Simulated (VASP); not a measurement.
# MgS (F-43m) in VASP: a series of runs

Aim: see how the results for MgS move with the level of theory and the settings. Levels: r2SCAN, HSE06. Tasks: single point.

Everything below comes from runs of VASP 6.6.1. Logs are shortened: lines on timing, memory, paths and dates and some standing lists are left out, and cuts for length are marked.

## Step 1: The cell of the first run

The structure is cubic, space group F-43m (No. 216). The conventional cell has a = 5.662 Å, b = 5.662 Å, c = 5.662 Å, α = 90.00°, β = 90.00°, γ = 90.00°. Mg (site symmetry -43m) has 4 S at 2.45 Å within 3.2 Å. S (site symmetry -43m) has 4 Mg at 2.45 Å within 3.2 Å.

## Step 2: Single point, r2SCAN

File POSCAR:

```
MgS
1.0
    0.0000000000      2.8308747674      2.8308747674
    2.8308747674      0.0000000000      2.8308747674
    2.8308747674      2.8308747674      0.0000000000
Mg S
1 1
Direct
    0.0000000000      0.0000000000      0.0000000000
    0.7500000000      0.7500000000      0.7500000000
```

File INCAR.step1:

```
SYSTEM = MgS
PREC = Accurate
ENCUT = 520
ISMEAR = 0
SIGMA = 0.01
LREAL = .FALSE.
LASPH = .TRUE.
NELM = 80
NBANDS = 11
GGA = PE
ALGO = Normal
EDIFF = 1E-4
LWAVE = .TRUE.
LCHARG = .FALSE.
```

File INCAR.step2:

```
SYSTEM = MgS
PREC = Accurate
ENCUT = 520
EDIFF = 1E-6
ISMEAR = 0
SIGMA = 0.01
LREAL = .FALSE.
LASPH = .TRUE.
NELM = 80
ALGO = Normal
ISIF = 2
LWAVE = .FALSE.
LCHARG = .FALSE.
METAGGA = R2SCAN
LMIXTAU = .TRUE.
NBANDS = 11
ISTART = 1
```

File KPOINTS:

```
Automatic mesh
0
G
  6 6 6
  0 0 0
```

Potentials or basis: VASP PAW PBE potentials, release 64 (Mg, S).

Started as:

```
$ cat potpaw_PBE.64/Mg/POTCAR potpaw_PBE.64/S/POTCAR > POTCAR
$ cp INCAR.step1 INCAR
$ mpirun -np 1 vasp_std > vasp.out
$ cp INCAR.step2 INCAR
$ mpirun -np 1 vasp_std > vasp.out
```

OUTCAR:

```text
SYSTEM = MgS
   PREC = Accurate
   ENCUT = 520
   EDIFF = 1E-6
   ISMEAR = 0
   LREAL = .FALSE.
   LASPH = .TRUE.
   NELM = 80
   ISIF = 2
   METAGGA = R2SCAN
   ISTART = 1

 ion  position               nearest neighbor table
   1  0.000  0.000  0.000-   2 2.45   2 2.45   2 2.45   2 2.45
   2  0.750  0.750  0.750-   1 2.45   1 2.45   1 2.45   1 2.45

  LATTYP: Found a face centered cubic cell.
 ALAT       =     5.6617495348

  Lattice vectors:

 A1 = (   0.0000000000,   2.8308747674,   2.8308747674)
 A2 = (   2.8308747674,   0.0000000000,   2.8308747674)
 A3 = (   2.8308747674,   2.8308747674,   0.0000000000)

Analysis of symmetry for initial positions (statically):
=====================================================================
 Subroutine PRICEL returns:
 Original cell was already a primitive cell.

 Routine SETGRP: Setting up the symmetry group for a
 face centered cubic supercell.

 Subroutine GETGRP returns: Found 24 space group operations
 (whereof 24 operations were pure point group operations)
 out of a pool of 48 trial point group operations.

The static configuration has the point symmetry T_d .

Analysis of symmetry for dynamics (positions and initial velocities):
=====================================================================
 Subroutine PRICEL returns:
 Original cell was already a primitive cell.

 Routine SETGRP: Setting up the symmetry group for a
 face centered cubic supercell.

 Subroutine GETGRP returns: Found 24 space group operations
 (whereof 24 operations were pure point group operations)
 out of a pool of 48 trial point group operations.

The dynamic configuration has the point symmetry T_d .

 Subroutine INISYM returns: Found 24 space group operations
 (whereof 24 operations are pure point group operations),
 and found     1 'primitive' translations

----------------------------------------------------------------------------------------

                                     Primitive cell

  volume of cell :      45.3724

  direct lattice vectors                    reciprocal lattice vectors
     0.000000000  2.830874767  2.830874767    -0.176623850  0.176623850  0.176623850
     2.830874767  0.000000000  2.830874767     0.176623850 -0.176623850  0.176623850
     2.830874767  2.830874767  0.000000000     0.176623850  0.176623850 -0.176623850

  length of vectors
     4.003461489  4.003461489  4.003461489     0.305921482  0.305921482  0.305921482

  position of ions in fractional coordinates (direct lattice)
     0.000000000  0.000000000  0.000000000
     0.750000000  0.750000000  0.750000000

  ion indices of the primitive-cell ions
   primitive index   ion index
                 1           1
                 2           2

----------------------------------------------------------------------------------------

 KPOINTS: Automatic mesh

Automatic generation of k-mesh.
 Grid dimensions read from file:
 generate k-points for:    6    6    6

 Generating k-lattice:

  Cartesian coordinates                     Fractional coordinates (reciprocal lattice)
    -0.029437308  0.029437308  0.029437308     0.166666667  0.000000000  0.000000000
     0.029437308 -0.029437308  0.029437308     0.000000000  0.166666667  0.000000000
     0.029437308  0.029437308 -0.029437308     0.000000000  0.000000000  0.166666667

  Length of vectors
     0.050986914  0.050986914  0.050986914

  Shift w.r.t. Gamma in fractional coordinates (k-lattice)
     0.000000000  0.000000000  0.000000000

 Subroutine IBZKPT returns following result:
 ===========================================

 Found     16 irreducible k-points:

 Following reciprocal coordinates:
            Coordinates               Weight
  0.000000  0.000000  0.000000      1.000000
  0.166667  0.000000  0.000000      8.000000
  0.333333  0.000000  0.000000      8.000000
  0.500000  0.000000  0.000000      4.000000
  0.166667  0.166667  0.000000      6.000000
  0.333333  0.166667  0.000000     24.000000
[... 8 lines left out ...]
 -0.333333  0.333333  0.166667     24.000000
 -0.333333  0.500000  0.166667     12.000000
   k-points           NKPTS =     16   k-points in BZ     NKDIM =     16   number of bands    NBANDS=     11
   number of dos      NEDOS =    301   number of ions     NIONS =      2
   total plane-waves  NPLWV =  27000
   dimension x,y,z NGX =    30 NGY =   30 NGZ =   30
   dimension x,y,z NGXF=    60 NGYF=   60 NGZF=   60
   ions per type =               1   1
   NGX,Y,Z   is equivalent  to a cutoff of  12.46, 12.46, 12.46 a.u.
   NGXF,Y,Z  is equivalent  to a cutoff of  24.92, 24.92, 24.92 a.u.
 SYSTEM =  MgS
   PREC   = accura    normal or accurate (medium, high low for compatibility)
   ISTART =      1    job   : 0-new  1-cont  2-samecut
   ICHARG =      0    charge: 1-file 2-atom 10-const
   ISPIN  =      1    spin polarized calculation?
   LNONCOLLINEAR =      F non collinear calculations
   LSORBIT =      F    spin-orbit coupling
   LASPH  =      T    aspherical Exc in radial PAW
   ENCUT  =  520.0 eV  38.22 Ry    6.18 a.u.   7.44  7.44  7.44*2*pi/ulx,y,z
   NELM   =     80;   NELMIN=  2; NELMDL=  0     # of ELM steps
   EDIFF  = 0.1E-05   stopping-criterion for ELM
   LREAL  =      F    real-space projection
   EDIFFG = 0.1E-04   stopping-criterion for IOM
   NSW    =      0    number of steps for IOM
   IBRION =     -1    ionic relax: 0-MD 1-quasi-New 2-CG
   NFREE  =      0    steps in history (QN), initial steepest desc. (CG)
   ISIF   =      2    stress and relaxation
   ISYM   =      2    0-nonsym 1-usesym 2-fastsym
   POTIM  = 0.5000    time-step for ionic-motion
   TEBEG  =    0.0;   TEEND  =   0.0 temperature during run
   PSTRESS=    0.0 pullay stress
   NELECT =       8.0000    total number of electrons
   NUPDOWN=      -1.0000    fix difference up-down
   EMIN   =  10.00;   EMAX   =-10.00  energy-range for DOS
   EFERMI =   0.00;   METHOD = LEGACY
   ISMEAR =     0;   SIGMA  =   0.01  broadening in eV -4-tet -1-fermi 0-gaus
   EFERMI_NEDOS =   21; number of points for ismear=-14 and -15
   IALGO  =     38    algorithm
   IMIX   =      4    mixing-type and parameters
     AMIX     =   0.40;   BMIX     =  1.00
     AMIX_MAG =   1.60;   BMIX_MAG =  1.00
  volume/ion in A,a.u.               =      22.69       153.09
  Fermi-wavevector in a.u.,A,eV,Ry     =   0.917996  1.734761 11.465859  0.842717
  Thomas-Fermi vector in A             =   2.043028
   LORBIT       =      0    0 simple, 1 ext, 2 COOP (PROOUT), +10 PAW based schemes
   METAGGA = R2SCAN    functional components
   LHFCALC =     F    Hartree Fock is set to
   AEXX    =    0.0000 exact exchange contribution
   IVDW    =     0    specifies the selected vdW correction
   LEPSILON=     F    determine dielectric tensor
   LRPA    =     F    only Hartree local field effects (RPA)
 non-spin polarized calculation
 Gauss-broadening in eV      SIGMA  =   0.01
  energy-cutoff  :      520.00
  volume of cell :       45.37
 maximum number of plane-waves:      1243
 NGX is ok and might be reduce to    30
   NGX = 15   NGY = 15   NGZ = 15

 number of electron       8.0000001 magnetization

 Free energy of the ion-electron system (eV)
  ---------------------------------------------------
  ext. energy  EPLUGINS =         0.00000000
  ---------------------------------------------------
  free energy    TOTEN  =       -15.45029992 eV

  energy without entropy =      -15.45029992  energy(sigma->0) =      -15.45029992

 E-fermi :   0.8602     XC(G=0):  -8.7760

 val. band max:        0.7694484809   @ k =   0.0000   0.0000   0.0000
 cond. band min:       4.8985988418   @ k =   0.0000   0.0000   0.0000
 fundamental gap:      4.1291503609
 Fermi energy:         0.8601696402

 k-point     1 :       0.0000    0.0000    0.0000
  band No.  band energies     occupation
      1     -10.9694      2.00000
      2       0.7694      2.00000
      3       0.7694      2.00000
      4       0.7694      2.00000
      5       4.8986      0.00000
      6       9.3633      0.00000
      7       9.3633      0.00000
      8       9.3633      0.00000
      9      12.2245      0.00000
     10      12.2245      0.00000
     11      15.4731      0.00000

 k-point     2 :       0.1667    0.0000    0.0000
  band No.  band energies     occupation
      1     -10.8143      2.00000
      2      -0.2744      2.00000
      3       0.6792      2.00000
      4       0.6792      2.00000
      5       5.8830      0.00000
      6       9.1273      0.00000
      7       9.6212      0.00000
      8       9.6212      0.00000
      9      11.6333      0.00000
     10      11.6333      0.00000
     11      14.3357      0.00000

 k-point     3 :       0.3333    0.0000    0.0000
  band No.  band energies     occupation
      1     -10.4688      2.00000
      2      -1.7532      2.00000
      3       0.5143      2.00000
      4       0.5143      2.00000
      5       6.5841      0.00000
      6       9.2911      0.00000
      7       9.2911      0.00000
      8       9.6173      0.00000
      9      12.6697      0.00000
     10      12.6697      0.00000
     11      13.7011      0.00000

 k-point     4 :       0.5000    0.0000    0.0000
  band No.  band energies     occupation
      1     -10.2731      2.00000
      2      -2.3791      2.00000
      3       0.4384      2.00000
      4       0.4384      2.00000
      5       6.5601      0.00000
      6       8.9811      0.00000
      7       8.9811      0.00000
      8      10.0368      0.00000
      9      14.5990      0.00000
     10      14.6423      0.00000
     11      14.6423      0.00000
[... 127 lines left out ...]
 k-point    14 :       0.5000    0.3333    0.1667
  band No.  band energies     occupation
      1     -10.2329      2.00000
      2      -1.6668      2.00000
      3      -0.5501      2.00000
      4       0.0727      2.00000
      5       6.9573      0.00000
      6       8.5352      0.00000
      7       8.9338      0.00000
      8      11.2879      0.00000
      9      12.2115      0.00000
     10      15.2196      0.00000
     11      15.9538      0.00000

 k-point    15 :      -0.3333    0.3333    0.1667
  band No.  band energies     occupation
      1     -10.1002      2.00000
      2      -1.7736      2.00000
      3      -0.9034      2.00000
      4      -0.1308      2.00000
      5       7.0183      0.00000
      6       8.4799      0.00000
      7       9.9034      0.00000
      8      10.7376      0.00000
      9      12.8148      0.00000
     10      14.7273      0.00000
     11      15.8530      0.00000

 k-point    16 :      -0.3333    0.5000    0.1667
  band No.  band energies     occupation
      1     -10.0408      2.00000
      2      -1.7321      2.00000
      3      -0.8038      2.00000
      4      -0.4976      2.00000
      5       6.2011      0.00000
      6       8.2617      0.00000
      7      10.8789      0.00000
      8      10.9397      0.00000
      9      14.2990      0.00000
     10      15.3916      0.00000
     11      15.5768      0.00000

------------------------ aborting loop because EDIFF is reached ----------------------------------------

  FORCE on cell =-STRESS in cart. coord.  units (eV):
  Direction    XX          YY          ZZ          XY          YZ          ZX
  --------------------------------------------------------------------------------------
  -------------------------------------------------------------------------------------
  Total       -0.0776004     -0.0776004     -0.0776004      0.0000000      0.0000000     -0.0000000
  in kB       -2.7402021     -2.7402021     -2.7402021      0.0000000      0.0000000     -0.0000000
  external PRESSURE =      -2.7402021 kB  Pullay stress =       0.0000000 kB

 VOLUME and BASIS-vectors are now :
 -----------------------------------------------------------------------------
  energy-cutoff  :      520.00
  volume of cell :       45.37
      direct lattice vectors                 reciprocal lattice vectors
     0.000000000  2.830874767  2.830874767    -0.176623850  0.176623850  0.176623850
     2.830874767  0.000000000  2.830874767     0.176623850 -0.176623850  0.176623850
     2.830874767  2.830874767  0.000000000     0.176623850  0.176623850 -0.176623850

 POSITION                                       TOTAL-FORCE (eV/Angst)
 -----------------------------------------------------------------------------------
      0.00000      0.00000      0.00000        -0.000000     -0.000000     -0.000000
      4.24631      4.24631      4.24631         0.000000      0.000000      0.000000
 -----------------------------------------------------------------------------------
    total drift:                                0.000003      0.000003      0.000003

  FREE ENERGIE OF THE ION-ELECTRON SYSTEM (eV)
  ---------------------------------------------------
  free  energy   TOTEN  =       -15.4502999175 eV

  energy  without entropy=      -15.4502999175  energy(sigma->0) =      -15.45029992
```

Run time: 22 s. Hardware: 1 thread of Intel Xeon 6975P-C (Granite Rapids), shared host; peak memory 0.17 GiB.

Results:

```
Free energy            : -15.4503 eV
Pressure               : -0.3 GPa
Band gap on the k mesh : 4.13 eV, direct
```

Caveat: the PAW data sets were made with another functional, which shifts forces and pressure a little.

## Step 3: Single point, HSE06

POSCAR is that of step 2.

File INCAR.step1:

```
PREC     = Accurate       # precision mode
ENCUT    = 520            # plane-wave cutoff, eV
EDIFF    = 1E-5           # SCF threshold, eV
ISMEAR   = 0              # smearing method
SIGMA    = 0.01           # smearing width, eV
LREAL    = F              # projectors in reciprocal space
LASPH    = T              # aspherical terms in the spheres
NELM     = 100            # most SCF steps
ALGO     = Normal         # electronic algorithm
ISIF     = 2              # what is computed and relaxed
LWAVE    = T              # write WAVECAR
LCHARG   = F              # write CHGCAR
NBANDS   = 11             # bands
GGA      = PE             # functional
```

File INCAR.step2:

```
PREC     = Accurate       # precision mode
ENCUT    = 520            # plane-wave cutoff, eV
EDIFF    = 1E-6           # SCF threshold, eV
ISMEAR   = 0              # smearing method
SIGMA    = 0.01           # smearing width, eV
LREAL    = F              # projectors in reciprocal space
LASPH    = T              # aspherical terms in the spheres
NELM     = 100            # most SCF steps
ALGO     = Normal         # electronic algorithm
ISIF     = 2              # what is computed and relaxed
LWAVE    = F              # write WAVECAR
LCHARG   = F              # write CHGCAR
GGA      = PE             # functional
LHFCALC  = T              # exact exchange
HFSCREEN = 0.2079         # screening, 1/A
PRECFOCK = Normal       
NBANDS   = 11             # bands
ISTART   = 1
```

File KPOINTS:

```
regular mesh
0
Gamma
  4 4 4
```

Potentials or basis: VASP PAW PBE potentials, release 64 (Mg, S).

Started as:

```
$ cat potpaw_PBE.64/Mg/POTCAR potpaw_PBE.64/S/POTCAR > POTCAR
$ cp INCAR.step1 INCAR
$ mpirun -np 1 vasp_std > vasp.out
$ cp INCAR.step2 INCAR
$ mpirun -np 1 vasp_std > vasp.out
```

Wall time 42 s (1 thread of Intel Xeon 6975P-C (Granite Rapids), shared host); peak memory 0.27 GiB.

The run converged. Its results:

```yaml
Free_energy: -9.8341 eV
Pressure: -0.1 GPa
Band_gap_on_the_k_mesh: 4.52 eV, direct
```

Levels at points of the mesh, in eV from the valence-band top:
```
           k point  band 2  band 3  band 4  band 5  band 6  band 7
(0.00, 0.00, 0.00)    0.00    0.00    0.00    4.52    9.18    9.18
(0.50, 0.00, 0.00)   -3.39   -0.36   -0.36    6.23    8.83    8.83
(0.50, 0.50, 0.00)   -3.05   -1.13   -1.13    4.86    6.75   12.64
```

Caveat: the k points lie up to 0.48 Å⁻¹ apart; the PAW data sets were made with another functional, which shifts forces and pressure a little. A k mesh can miss the band edges.
